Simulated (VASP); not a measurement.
Here is a VASP 6.6.1 calculation.

POSCAR

```
La
1.0
    3.9720228683      0.0000000000      0.0000000000
   -1.9860114341      3.4398727084      0.0000000000
    0.0000000000      0.0000000000      6.2735829233
La
2
Direct
    0.3333333333      0.6666666667      0.2500000000
    0.6666666667      0.3333333333      0.7500000000
```

Contents of INCAR.step1:

```
SYSTEM = La
PREC = Accurate ; ENCUT = 520
ISMEAR = -1 ; SIGMA = 0.1
LREAL = .FALSE. ; LASPH = .TRUE.
NELM = 100 ; NBANDS = 18
GGA = PE ; ALGO = Normal
EDIFF = 1E-4 ; LWAVE = .TRUE.
LCHARG = .FALSE.
```

The input INCAR.step2:

```
SYSTEM = La
PREC = Accurate ; ENCUT = 520
EDIFF = 1E-6 ; ISMEAR = -1
SIGMA = 0.1 ; LREAL = .FALSE.
LASPH = .TRUE. ; NELM = 100
ALGO = Normal ; ISIF = 2
LWAVE = .FALSE. ; LCHARG = .FALSE.
METAGGA = R2SCAN ; LMIXTAU = .TRUE.
NBANDS = 18 ; ISTART = 1
```

File KPOINTS:

```
Automatic mesh
0
G
  11 11 6
  0 0 0
```

Potentials or basis: VASP PAW PBE potentials, release 64 (La).

Run with:

```bash
$ cat potpaw_PBE.64/La/POTCAR > POTCAR
$ cp INCAR.step1 INCAR
$ mpirun -np 1 vasp_std > vasp.out
$ cp INCAR.step2 INCAR
$ mpirun -np 1 vasp_std > vasp.out
```

(1) Estimate the pressure.

(2) What does it give for the band gap on the k mesh?

Answers

(1) -2.4 GPa.

(2) zero (bands 11 and 12 overlap by 1.56 eV).

Caveat: the PAW data sets were made with another functional, which shifts forces and pressure a little; spin-orbit coupling is left out, which moves the levels of the heavy elements.
